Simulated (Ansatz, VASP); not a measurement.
**Re in VASP and in Ansatz**

Contents of INCAR:

```
ALGO     = Normal         # electronic algorithm
EDIFF    = 1E-8           # SCF threshold, eV
ENCUT    = 520            # plane-wave cutoff, eV
GGA      = PS             # functional
ISIF     = 2              # what is computed and relaxed
ISMEAR   = -1             # smearing method
LASPH    = T              # aspherical terms in the spheres
LCHARG   = F              # write CHGCAR
LEFG     = T            
LREAL    = F              # projectors in reciprocal space
LWAVE    = F              # write WAVECAR
NBANDS   = 10             # bands
NELM     = 80             # most SCF steps
PREC     = Accurate       # precision mode
SIGMA    = 0.05           # smearing width, eV
```

Contents of KPOINTS:

```
k-points
0
Gamma
  14 14 14
```

File POSCAR:

```
Re
1.0
    0.0000000000      1.9617445670      1.9617445670
    1.9617445670      0.0000000000      1.9617445670
    1.9617445670      1.9617445670      0.0000000000
Re
1
Direct
    0.0000000000      0.0000000000      0.0000000000
```

Input for Ansatz:

```yaml
crystal:
  lattice:
    - [0.0, 1.961744567, 1.961744567]
    - [1.961744567, 0.0, 1.961744567]
    - [1.961744567, 1.961744567, 0.0]
  atoms:
    - { symbol: Re, position: [0.0, 0.0, 0.0] }
kpoints:
  mp_grid: { grid: [14, 14, 14] }
scf:
  occupations: { method: fermi_dirac, width: 0.05 }
hamiltonian:
  xc: pbesol
  pseudopotentials: { kind: all_electron, datasets: crystal }
output:
  forces: true
  stress: true
  eigenvalues: true
  efg: { contact_densities: true }
```

Change from the starting cell: volume scaled by 0.98, crystal datasets.

Alike in both runs: task electric field gradients; functional PBEsol; k mesh 14 × 14 × 14; occupations fermi-dirac, width 0.05 eV; no spin polarisation.

|  | VASP | Ansatz |
| --- | --- | --- |
| version | VASP 6.6.1 | Ansatz 0.2.0 |
| potentials or method | VASP PAW PBE potentials, release 64 (Re), cutoff 520 eV | all-electron PAW with datasets made for the crystal, scalar-relativistic |

VASP gave:

| Item | Value |
| --- | --- |
| pressure (GPa) | -12.4 |

**Question.** Which values does Ansatz return?

**Answer.** Pressure (GPa): -12.0.

VASP's potentials were made for PBE, not for PBEsol. Ansatz ran all-electron here, and VASP with PAW potentials.

Neither program's run includes spin-orbit coupling.
